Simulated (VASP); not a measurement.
**TiSi16 (a cell with a defect): single point with PBE+D3(BJ)**

System: TiSi16 (a cell with a defect).

```
CELL_PARAMETERS angstrom
0.00000 5.43000 5.43000
5.43000 0.00000 5.43000
5.43000 5.43000 0.00000
ATOMIC_POSITIONS crystal
Si 0.98358 0.98377 0.04902
Si 0.12568 0.12604 0.13861
Si 0.01091 0.01146 0.51212
Si 0.10705 0.10786 0.67778
Si 0.01116 0.49964 0.98941
Si 0.12591 0.61003 0.13789
Si 0.01128 0.46590 0.51129
Si 0.15213 0.61560 0.61658
Si 0.49936 0.01058 0.99065
Si 0.60933 0.12579 0.13919
Si 0.46546 0.01098 0.51289
Si 0.61536 0.15143 0.61794
Si 0.49957 0.49948 0.99005
Si 0.64044 0.64002 0.07929
Si 0.51650 0.51551 0.45215
Si 0.61564 0.61546 0.61729
Ti 0.84097 0.84093 0.47747
```

```
Program             : VASP 6.6.1
Task                : single point
Functional          : PBE
Dispersion          : D3(BJ)
Potentials or basis : VASP PAW PBE potentials, release 64 (Si, Ti_sv)
Cutoff              : 520 eV
k mesh              : 2 × 2 × 2
Occupations         : gaussian, width 0.05 eV
Spin                : no spin polarisation
```

```json
{
 "Pressure": "1.4 GPa",
 "Largest force": "1.989 eV/Å",
 "Band gap on the k mesh": "zero (bands 38 and 39 overlap by 0.33 eV)",
 "Dispersion energy per atom": "-0.343 eV"
}
```

Forces in eV/Å, atoms in the order of the input:
```
Si   0.017  0.014 -0.021
Si   0.077  0.078 -0.038
Si   0.109  0.114 -0.084
Si   0.073  0.076 -0.071
Si   0.089  0.038 -0.090
Si   0.036  0.078 -0.076
Si   0.083  0.113 -0.110
Si   0.101 -0.054 -0.099
Si   0.037  0.090 -0.086
Si   0.076  0.042 -0.076
Si   0.106  0.087 -0.108
Si  -0.051  0.098 -0.096
Si   0.087  0.091 -0.039
Si   0.118  0.119 -0.119
Si   0.084  0.080 -0.083
Si   0.100  0.099  0.055
Ti  -1.142 -1.163  1.140
```

Stress tensor (GPa, compression positive):
```
 1.39 -0.58  0.60
-0.58  1.41  0.57
 0.60  0.57  1.40
```

Levels at points of the mesh, in eV from the Fermi level:
```tsv
k point	band 36	band 37	band 38	band 39	band 40	band 41
(0.00, 0.00, 0.00)	-0.76	-0.59	-0.28	-0.28	-0.05	-0.05
(0.50, 0.00, 0.00)	-1.31	-0.35	-0.02	0.14	0.59	0.62
(0.00, 0.50, 0.00)	-1.31	-0.35	-0.01	0.14	0.59	0.61
(0.00, 0.00, 0.50)	-1.36	-0.23	-0.23	-0.21	0.70	0.70
(0.50, 0.50, 0.50)	-1.31	-0.35	-0.01	0.14	0.59	0.61
(0.50, 0.50, 0.00)	-1.80	-0.26	0.05	0.29	0.65	0.89
(0.00, 0.50, 0.50)	-1.80	-0.27	0.05	0.29	0.65	0.89
(0.50, 0.00, 0.50)	-1.80	-0.26	0.05	0.29	0.65	0.89
```

Run time: 11 min on 1 thread of Intel Xeon 8259CL, on a shared host, peak memory 0.51 GiB.

Caveat: the k points lie up to 0.50 Å⁻¹ apart.
